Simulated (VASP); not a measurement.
The system is SbSe5.

```
CELL_PARAMETERS angstrom
3.95000 0.00000 0.00000
-1.97500 3.42080 0.00000
0.00000 0.00000 12.08000
ATOMIC_POSITIONS crystal
Sb 0.00000 0.00000 0.00000
Se 0.33333 0.66667 0.15500
Se 0.66667 0.33333 0.84500
Se 0.33333 0.66667 0.66500
Se 0.00000 0.00000 0.50000
Se 0.66667 0.33333 0.33500
```

* Program: VASP 6.6.1
* Task: relaxation of cell and atoms
* Functional: PBE
* Potentials or basis: VASP PAW PBE potentials, release 64 (Sb, Se)
* Cutoff: 600 eV
* k mesh: 5 × 5 × 2
* Occupations: gaussian, width 0.2 eV
* Spin: no spin polarisation

At the start: pressure -6.5 GPa; volume 27.20 Å³/atom.

**Question.** How do energy, volume and symmetry change on relaxing?

**Answer.** Over 8 steps the energy falls by 166.4 meV/atom and the volume is 24.64 Å³/atom (-9.4 %); space group P-3m1 (No. 164, to 0.05 Å).

Step by step:
```tsv
step	energy change (eV)	largest force (eV/Å)	pressure (GPa)	volume (Å³)
1	0.0000	1.3119	-6.48	163.23
2	-0.7030	0.9729	3.33	138.40
3	-0.7250	1.0618	1.45	141.54
4	-0.8684	0.7536	0.99	143.13
5	-0.9927	0.1603	0.36	146.12
6	-0.9969	0.0471	0.25	146.70
7	-0.9969	0.0299	0.24	146.80
8	-0.9982	0.0614	-0.26	147.87
```

Final structure:
```
Sb Se
1.0
     3.98544    0.00000    0.00000
    -1.99272    3.45149    0.00000
     0.00000    0.00000   10.74952
Sb Se
1 5
Direct
  0.00000 0.00000 0.00000
  0.33333 0.66667 0.15714
  0.66667 0.33333 0.84286
  0.33333 0.66667 0.64276
  0.00000 0.00000 0.50000
  0.66667 0.33333 0.35724
```

Caveat: the k points lie up to 0.36 Å⁻¹ apart in the final cell; the relaxation stopped at a loose force limit of 0.08 eV/Å, so its end isn't a converged minimum.
